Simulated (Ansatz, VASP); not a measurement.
# Two plane-wave programs on BAs

The input INCAR:

```
ALGO     = Normal         # electronic algorithm
EDIFF    = 1E-6           # SCF threshold, eV
ENCUT    = 600            # plane-wave cutoff, eV
GGA      = CA             # functional
GGA_COMPAT= F            
ISIF     = 2              # what is computed and relaxed
ISMEAR   = 0              # smearing method
LASPH    = T              # aspherical terms in the spheres
LCHARG   = F              # write CHGCAR
LREAL    = F              # projectors in reciprocal space
LWAVE    = F              # write WAVECAR
NBANDS   = 16             # bands
NELM     = 120            # most SCF steps
PREC     = Accurate       # precision mode
SIGMA    = 0.05           # smearing width, eV
```

File KPOINTS:

```
k-points
0
Gamma
  10 10 10
```

POSCAR

```
BAs
1.0
    0.0000000000      2.3885000000      2.2929600000
    2.3885000000      0.0000000000      2.2929600000
    2.3885000000      2.3885000000      0.0000000000
B As
1 1
Direct
    0.0000000000      0.0000000000      0.0000000000
    0.7500000000      0.7500000000      0.7500000000
```

Input for Ansatz:

```yaml
crystal:
  lattice:
    - [0.0, 2.3885, 2.29296]
    - [2.3885, 0.0, 2.29296]
    - [2.3885, 2.3885, 0.0]
  atoms:
    - { symbol: B, position: [0.0, 0.0, 0.0] }
    - { symbol: As, position: [0.75, 0.75, 0.75] }
basis:
  ecutwfc: 420
kpoints:
  mp_grid: { grid: [10, 10, 10] }
hamiltonian:
  xc: lda
scf:
  occupations: { method: gaussian, width: 0.05 }
output:
  forces: true
  stress: true
  eigenvalues: true
  write_density: true
  write_potential: true
  elf: true
  volumetric_format: npy
```

Change from the starting cell: strain +0.000 along x and y, -0.040 along z, atoms carried along.

Alike in both runs: task single point; functional LDA; k mesh 10 × 10 × 10; occupations gaussian, width 0.05 eV; no spin polarisation.

```csv
,VASP,Ansatz
version,VASP 6.6.1,Ansatz 0.2.0
potentials or method,"VASP PAW LDA potentials, release 64 (B, As_d), cutoff 600 eV","scalar-relativistic, plane waves, PAW"
valence electrons in the cell,18,18
```

Ansatz gave:

| Quantity | Value |
| --- | --- |
| gap on the k mesh at the Fermi level (eV) | 0.48 |
| least direct gap on the mesh (eV) | 2.88 |
| pressure (GPa) | 1.9 |
| traceless stress, the component that is largest in VASP (GPa) | 5.51 |

Task: Estimate VASP's values.

Result: gap on the k mesh at the Fermi level (eV): 0.47; least direct gap on the mesh (eV): 2.88; pressure (GPa): 2.9; traceless stress, the component that is largest in VASP (GPa): 5.50.

LDA's correlation is that of Perdew and Zunger in VASP and of Perdew and Wang (1992) in Ansatz.
